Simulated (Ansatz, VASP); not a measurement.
**Two plane-wave programs on HfSc2O3**

```xyz
6
Lattice="5.1938 0.0000 0.0000 -2.5969 4.4980 0.0000 0.0000 0.0000 3.1151" Properties=species:S:1:pos:R:3 pbc="T T T"
Hf    0.0000    0.0000    0.0000
Sc    0.0000    2.9986    1.5575
Sc    2.5969    1.4993    1.5575
O     2.5969    0.0000    0.0000
O    -1.2985    2.2490    0.0000
O     1.2985    2.2490    0.0000
```

Alike in both runs: task relaxation of cell and atoms; functional PBE; k mesh 6 × 6 × 6; occupations gaussian, width 0.1 eV; no spin polarisation.

|  | VASP | Ansatz |
| --- | --- | --- |
| version | VASP 6.6.1 | Ansatz 0.2.0 |
| potentials or method | VASP PAW PBE potentials, release 64 (Hf_pv, Sc_sv, O), cutoff 600 eV | scalar-relativistic, plane waves, PAW |
| valence electrons in the cell | 50 | 66 |

```csv
,VASP,Ansatz,Ansatz less VASP
"gap on the k mesh at the Fermi level, each at its own relaxed structure (eV)",none,none,-
relaxed volume (Å³/atom),12.21,12.22,+0.003
relaxed cell length with the largest relative difference (Å),3.083,3.078,-0.0045
```

A gap of «none» marks a metal or a gap that the smearing closes. VASP's potentials hold 50 valence electrons a cell and Ansatz's 66, so a difference there can come from the potentials and not from the codes.

Spin-orbit coupling is off throughout.
